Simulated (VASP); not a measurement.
# MoS2 in VASP: single point with PBEsol

Aim: the single point of MoS2 with PBEsol.

Program: VASP 6.6.1. These are calculated values, not measurements. Logs are shortened: lines on timing, memory, paths and dates and some standing lists are left out, and cuts for length are marked.

**1. The cell of the first run**

The cell holds a slab with vacuum, 12 atoms: a = 3.141 Å, b = 3.141 Å, c = 36.986 Å, α = 90.00°, β = 90.00°, γ = 120.00°.

**2. Single point, PBEsol**

Input file INCAR:

```
SYSTEM = MoS2
PREC = Accurate
ENCUT = 520
EDIFF = 1E-7
ISMEAR = 0
SIGMA = 0.05
LREAL = .FALSE.
LASPH = .TRUE.
NELM = 80
ALGO = Normal
ISIF = 2
LWAVE = .FALSE.
LCHARG = .TRUE.
GGA = PS
LELF = .TRUE.
LVHAR = .TRUE.
NBANDS = 64
```

Input file KPOINTS:

```
Automatic mesh
0
G
  9 9 1
  0 0 0
```

Input file POSCAR:

```
MoS2
1.0
    3.1414322171      0.0000000000      0.0000000000
   -1.5707161085      2.7205601043      0.0000000000
    0.0000000000      0.0000000000     36.9864219214
S Mo
8 4
Direct
    0.3333333333      0.6666666667      0.2027771169
    0.3333333333      0.6666666667      0.2870835335
    0.6666666667      0.3333333333      0.3728235667
    0.6666666667      0.3333333333      0.4571299834
    0.3333333333      0.6666666667      0.5428700166
    0.3333333333      0.6666666667      0.6271764333
    0.6666666667      0.3333333333      0.7129164665
    0.6666666667      0.3333333333      0.7972228831
    0.6666666667      0.3333333333      0.2449303252
    0.3333333333      0.6666666667      0.4149767751
    0.6666666667      0.3333333333      0.5850232249
    0.3333333333      0.6666666667      0.7550696748
```

Potentials or basis: VASP PAW PBE potentials, release 64 (S, Mo_sv).

Command:

```sh
$ cat potpaw_PBE.64/S/POTCAR potpaw_PBE.64/Mo_sv/POTCAR > POTCAR
$ mpirun -np 1 vasp_std > vasp.out
```

OUTCAR:

```text
SYSTEM = MoS2
   PREC = Accurate
   ENCUT = 520
   EDIFF = 1E-7
   ISMEAR = 0
   LREAL = .FALSE.
   LASPH = .TRUE.
   NELM = 80
   ISIF = 2
   GGA = PS

 ion  position               nearest neighbor table
   1  0.333  0.667  0.203-   9 2.39   9 2.39   9 2.39
   2  0.333  0.667  0.287-   9 2.39   9 2.39   9 2.39
   3  0.667  0.333  0.373-  10 2.39  10 2.39  10 2.39
   4  0.667  0.333  0.457-  10 2.39  10 2.39  10 2.39
   5  0.333  0.667  0.543-  11 2.39  11 2.39  11 2.39
   6  0.333  0.667  0.627-  11 2.39  11 2.39  11 2.39
   7  0.667  0.333  0.713-  12 2.39  12 2.39  12 2.39
   8  0.667  0.333  0.797-  12 2.39  12 2.39  12 2.39
   9  0.667  0.333  0.245-   1 2.39   2 2.39   1 2.39   2 2.39   1 2.39   2 2.39
  10  0.333  0.667  0.415-   4 2.39   4 2.39   4 2.39   3 2.39   3 2.39   3 2.39
  11  0.667  0.333  0.585-   5 2.39   5 2.39   5 2.39   6 2.39   6 2.39   6 2.39
  12  0.333  0.667  0.755-   7 2.39   8 2.39   7 2.39   8 2.39   7 2.39   8 2.39

  LATTYP: Found a hexagonal cell.
 ALAT       =     3.1414322171
 C/A-ratio  =    11.7737450199

  Lattice vectors:

 A1 = (   3.1414322171,   0.0000000000,   0.0000000000)
 A2 = (  -1.5707161085,   2.7205601043,   0.0000000000)
 A3 = (   0.0000000000,   0.0000000000,  36.9864219214)

Analysis of symmetry for initial positions (statically):
=====================================================================
 Subroutine PRICEL returns:
 Original cell was already a primitive cell.

 Routine SETGRP: Setting up the symmetry group for a
 hexagonal supercell.

 Subroutine GETGRP returns: Found 12 space group operations
 (whereof 12 operations were pure point group operations)
 out of a pool of 24 trial point group operations.

The static configuration has the point symmetry D_3d.

Analysis of symmetry for dynamics (positions and initial velocities):
=====================================================================
 Subroutine PRICEL returns:
 Original cell was already a primitive cell.

 Routine SETGRP: Setting up the symmetry group for a
 hexagonal supercell.

 Subroutine GETGRP returns: Found 12 space group operations
 (whereof 12 operations were pure point group operations)
 out of a pool of 24 trial point group operations.

The dynamic configuration has the point symmetry D_3d.

 Subroutine INISYM returns: Found 12 space group operations
 (whereof 12 operations are pure point group operations),
[... 113 lines left out ...]
   PSTRESS=    0.0 pullay stress
   NELECT =     104.0000    total number of electrons
   NUPDOWN=      -1.0000    fix difference up-down
   EMIN   =  10.00;   EMAX   =-10.00  energy-range for DOS
   EFERMI =   0.00;   METHOD = LEGACY
   ISMEAR =     0;   SIGMA  =   0.05  broadening in eV -4-tet -1-fermi 0-gaus
   EFERMI_NEDOS =   21; number of points for ismear=-14 and -15
   IALGO  =     38    algorithm
   IMIX   =      4    mixing-type and parameters
     AMIX     =   0.40;   BMIX     =  1.00
     AMIX_MAG =   1.60;   BMIX_MAG =  1.00
  volume/ion in A,a.u.               =      26.34       177.76
  Fermi-wavevector in a.u.,A,eV,Ry     =   1.130168  2.135709 17.378458  1.277281
  Thomas-Fermi vector in A             =   2.266864
   LORBIT       =      0    0 simple, 1 ext, 2 COOP (PROOUT), +10 PAW based schemes
   GGA     = PS    functional components
   LHFCALC =     F    Hartree Fock is set to
   AEXX    =    0.0000 exact exchange contribution
   IVDW    =     0    specifies the selected vdW correction
   LEPSILON=     F    determine dielectric tensor
   LRPA    =     F    only Hartree local field effects (RPA)
 non-spin polarized calculation
 Gauss-broadening in eV      SIGMA  =   0.05
  energy-cutoff  :      520.00
  volume of cell :      316.10
 maximum number of plane-waves:      8554
 NGX is ok and might be reduce to    24
   NGX = 11   NGY = 11   NGZ =137

 number of electron     103.9999999 magnetization

 Free energy of the ion-electron system (eV)
  ---------------------------------------------------
  ext. energy  EPLUGINS =         0.00000000
  ---------------------------------------------------
  free energy    TOTEN  =       -93.78290850 eV

  energy without entropy =      -93.78290850  energy(sigma->0) =      -93.78290850

 E-fermi :   3.5377     XC(G=0):  -7.6674

 val. band max:        3.1653340377   @ k =   0.0000   0.0000   0.0000
 cond. band min:       4.3658956187   @ k =   0.2222   0.1111   0.0000
 fundamental gap:      1.2005615810
 Fermi energy:         3.5376630746

 k-point     1 :       0.0000    0.0000    0.0000
  band No.  band energies     occupation
      1     -58.0561      2.00000
      2     -58.0561      2.00000
      3     -58.0549      2.00000
      4     -58.0549      2.00000
      5     -32.2675      2.00000
      6     -32.2675      2.00000
[... 793 lines left out ...]
     63       6.3375      0.00000
     64       6.3375      0.00000

------------------------ aborting loop because EDIFF is reached ----------------------------------------

  FORCE on cell =-STRESS in cart. coord.  units (eV):
  Direction    XX          YY          ZZ          XY          YZ          ZX
  --------------------------------------------------------------------------------------
  -------------------------------------------------------------------------------------
  Total       -0.0611017     -0.0611017     -0.1212951     -0.0000000     -0.0000000      0.0000000
  in kB       -0.3096959     -0.3096959     -0.6147881     -0.0000000     -0.0000000      0.0000000
  external PRESSURE =      -0.4113933 kB  Pullay stress =       0.0000000 kB

 VOLUME and BASIS-vectors are now :
 -----------------------------------------------------------------------------
  energy-cutoff  :      520.00
  volume of cell :      316.10
      direct lattice vectors                 reciprocal lattice vectors
     3.141432217  0.000000000  0.000000000     0.318326143  0.183785684  0.000000000
    -1.570716109  2.720560104  0.000000000     0.000000000  0.367571368  0.000000000
     0.000000000  0.000000000 36.986421921     0.000000000  0.000000000  0.027036949

 POSITION                                       TOTAL-FORCE (eV/Angst)
 -----------------------------------------------------------------------------------
     -0.00000      1.81371      7.50000         0.000000      0.000000      0.019617
     -0.00000      1.81371     10.61819         0.000000     -0.000000      0.002289
      1.57072      0.90685     13.78941         0.000000     -0.000000     -0.000268
      1.57072      0.90685     16.90760        -0.000000     -0.000000      0.000124
     -0.00000      1.81371     20.07882         0.000000      0.000000     -0.000124
     -0.00000      1.81371     23.19701        -0.000000      0.000000      0.000268
      1.57072      0.90685     26.36823         0.000000     -0.000000     -0.002289
      1.57072      0.90685     29.48642         0.000000     -0.000000     -0.019617
      1.57072      0.90685      9.05910         0.000000     -0.000000     -0.023310
     -0.00000      1.81371     15.34851        -0.000000      0.000000     -0.000421
      1.57072      0.90685     21.63792        -0.000000     -0.000000      0.000421
     -0.00000      1.81371     27.92733         0.000000     -0.000000      0.023310
 -----------------------------------------------------------------------------------
    total drift:                               -0.000000     -0.000000     -0.000000

  FREE ENERGIE OF THE ION-ELECTRON SYSTEM (eV)
  ---------------------------------------------------
  free  energy   TOTEN  =       -93.7829084999 eV

  energy  without entropy=      -93.7829084999  energy(sigma->0) =      -93.78290850
```

stdout:

```text
POSCAR found type information on POSCAR S Mo
 POSCAR found :  2 types and      12 ions
 scaLAPACK will be used
 -----------------------------------------------------------------------------
|                                                                             |
|                                                                             |
|     You enforced a specific xc type in the INCAR file but a different       |
|     I HOPE YOU KNOW WHAT YOU ARE DOING!                                     |
|                                                                             |
 -----------------------------------------------------------------------------

 LDA part: xc-table for (Slater+PW92), standard interpolation
 POSCAR, INCAR and KPOINTS ok, starting setup
 FFT: planning ... GRIDC
 FFT: planning ... GRID_SOFT
 FFT: planning ... GRID
 WAVECAR not read
 entering main loop
```

It took 11 min on 1 thread of AMD EPYC 7R43 (Zen 3), shared host; peak memory 0.44 GiB.

What came out:

```yaml
Free_energy: -93.7829 eV
Largest_force: 0.023 eV/Å
Band_gap_on_the_k_mesh: 1.20 eV, indirect (least direct gap 1.76 eV)
```

Forces in eV/Å, atoms in the order of the input:
```
S    0.000  0.000  0.020
S    0.000  0.000  0.002
S    0.000  0.000  0.000
S    0.000  0.000  0.000
S    0.000  0.000  0.000
S    0.000  0.000  0.000
S    0.000  0.000 -0.002
S    0.000  0.000 -0.020
Mo   0.000  0.000 -0.023
Mo   0.000  0.000  0.000
Mo   0.000  0.000  0.000
Mo   0.000  0.000  0.023
```

Caveat: the PAW data sets were made with another functional, which shifts forces and pressure a little.
